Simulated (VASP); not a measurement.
Runs of VASP 6.6.1 on Pt. The structure is that of space group I4/mmm (No. 139), or close to it. The cells are those of the table. 

```tsv
cell	gap on the mesh (eV)	pressure (GPa)
a = 2.715, b = 2.715, c = 2.915 Å, angles 57.5, 57.5, 65.0°, 1 atom	none	12.4
a = 2.738, b = 2.738, c = 2.841 Å, angles 58.7, 58.7, 62.5°, 1 atom	none	(a)
a = 2.858, b = 2.858, c = 2.630 Å, angles 62.6, 62.6, 54.8°, 1 atom	none	14.5
a = 2.700, b = 2.700, c = 3.232 Å, angles 53.2, 53.2, 73.5°, 1 atom	none	13.3
a = 2.700, b = 2.700, c = 2.992 Å, angles 56.4, 56.4, 67.3°, 1 atom	none	13.3
```

Alike in all rows: task single point; level PBE; potentials or basis VASP PAW PBE potentials, release 64 (Pt); no spin polarisation; k mesh 22 × 22 × 22; cutoff (eV) 520; smearing gaussian 0.15 eV.

Estimate the missing entries.

(a) 11.4.

Caveats: spin-orbit coupling is left out, which moves the levels of the heavy elements; the stress differs along the axes, from 10 to 17 GPa (at least some runs); the stress differs along the axes, from 10 to 15 GPa (at least some runs); the stress differs along the axes, from -2 to 23 GPa (at least some runs); the stress differs along the axes, from 6 to 17 GPa (at least some runs); the stress differs along the axes, from 11 to 18 GPa (at least some runs).

A k mesh can miss the band edges, and the runs leave out spin-orbit coupling on Pt.

A gap of «none» marks levels without a gap at the run's occupations.
